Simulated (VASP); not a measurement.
SrO, 2 atoms in the cell. The structure is cubic, space group Fm-3m (No. 225). The conventional cell has a = 5.073 Å, b = 5.073 Å, c = 5.073 Å, α = 90.00°, β = 90.00°, γ = 90.00°. Sr (site symmetry m-3m) has 6 O at 2.54 Å within 3.3 Å. Within 3.3 Å of O (site symmetry m-3m) lie 6 Sr at 2.54 Å. 

* Program: VASP 6.6.1
* Task: single point
* Functional: PBE0
* Potentials or basis: VASP PAW PBE potentials, release 64 (Sr_sv, O)
* Cutoff: 520 eV
* k mesh: 2 × 2 × 2
* Occupations: gaussian, width 0.01 eV
* Spin: no spin polarisation
* Dipole correction: no
* Grid for exact exchange (PRECFOCK): Normal
* Further INCAR settings: ALGO = Normal; EDIFF = 1e-06; NBANDS = 15
* Share of exact exchange: 0.25

Potentials or basis: VASP PAW PBE potentials, release 64 (Sr_sv, O).

Run with:

```bash
$ cat potpaw_PBE.64/Sr_sv/POTCAR potpaw_PBE.64/O/POTCAR > POTCAR
$ cp INCAR.step1 INCAR
$ mpirun -np 1 vasp_std > vasp.out
$ cp INCAR.step2 INCAR
$ mpirun -np 1 vasp_std > vasp.out
```

Hardware: 1 thread of AMD EPYC 7R13 Processor (Zen 3), with other jobs on the host.

Question: How long does it take, and how much memory?

Answer: It took 28 s on 1 thread of AMD EPYC 7R13 Processor (Zen 3) (shared host), peak memory 0.13 GiB. Counts: k points 3.
